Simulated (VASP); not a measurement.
Write the native input for VASP 6.6.1 that does the following.

```
Task                   : single point
Functional             : PBE
Potentials or basis    : VASP PAW PBE potentials, release 64 (Li_sv, F)
Cutoff                 : 520 eV
k mesh                 : 9 × 9 × 6
Occupations            : gaussian, width 0.05 eV
Spin                   : no spin polarisation
Dipole correction      : no
Further INCAR settings : ALGO = Normal; EDIFF = 1e-07; NBANDS = 18
```

The structure of LiF lies in POSCAR:

```
LiF
1.0
    3.1094393350      0.0000000000      0.0000000000
   -1.5547196675      2.6928534557      0.0000000000
    0.0000000000      0.0000000000      4.9539587486
Li F
2 2
Direct
    0.3333333333      0.6666666667      0.3708711514
    0.6666666667      0.3333333333      0.8708711514
    0.3333333333      0.6666666667      0.9939266766
    0.6666666667      0.3333333333      0.4939266766
```

This cell differs from its parent crystal: c/a of the conventional cell at fixed volume 1.5932.

One way to write it, as run:

INCAR

```
  ALGO = Normal
  EDIFF = 1E-7
  ENCUT = 520
  GGA = PE
  ISIF = 2
  ISMEAR = 0
  LASPH = T
  LCHARG = F
  LREAL = F
  LWAVE = F
  NBANDS = 18
  NELM = 100
  PREC = Accurate
  SIGMA = 0.05
```

KPOINTS

```
k-points
0
Gamma
  9 9 6
```

Potentials or basis: VASP PAW PBE potentials, release 64 (Li_sv, F).

Launch:

```bash
$ cat potpaw_PBE.64/Li_sv/POTCAR potpaw_PBE.64/F/POTCAR > POTCAR
$ mpirun -np 1 vasp_std > vasp.out
```

Results of the run:

```
Largest force          : 0.100 eV/Å
Band gap on the k mesh : 7.65 eV, direct
```

Run time: 22 s on 1 thread of AMD EPYC 9R45 96-Core Processor (Zen 5), with other jobs on the host, peak memory 0.13 GiB.
